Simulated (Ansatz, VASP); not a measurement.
# Two plane-wave programs on Al

```
Al
1.0
    -1.55281    1.55281    1.61751
     1.55281   -1.55281    1.61751
     3.10562    3.10562    0.00000
Al
2
Direct
  0.00000 0.00000 0.00000
  0.50000 0.50000 0.50000
```

Change from the starting cell: mode 1 frozen in at +0.000 Å, equal normal strain along x and y -0.0400.

Alike in both runs: task single point; functional PBE; k mesh 20 × 20 × 12; occupations gaussian, width 0.15 eV; no spin polarisation.

|  | VASP | Ansatz |
| --- | --- | --- |
| version | VASP 6.6.1 | Ansatz 0.2.0 |
| potentials or method | VASP PAW PBE potentials, release 64 (Al), cutoff 520 eV | scalar-relativistic, plane waves, PAW |
| valence electrons in the cell | 6 | 6 |

```tsv
	VASP	Ansatz	Ansatz less VASP
gap on the k mesh at the Fermi level (eV)	none	none	-
pressure (GPa)	6.7	6.7	+0.02
traceless stress, the component that is largest in VASP (GPa)	1.36	1.36	-0.005
```

A gap of «none» marks a metal or a gap that the smearing closes.
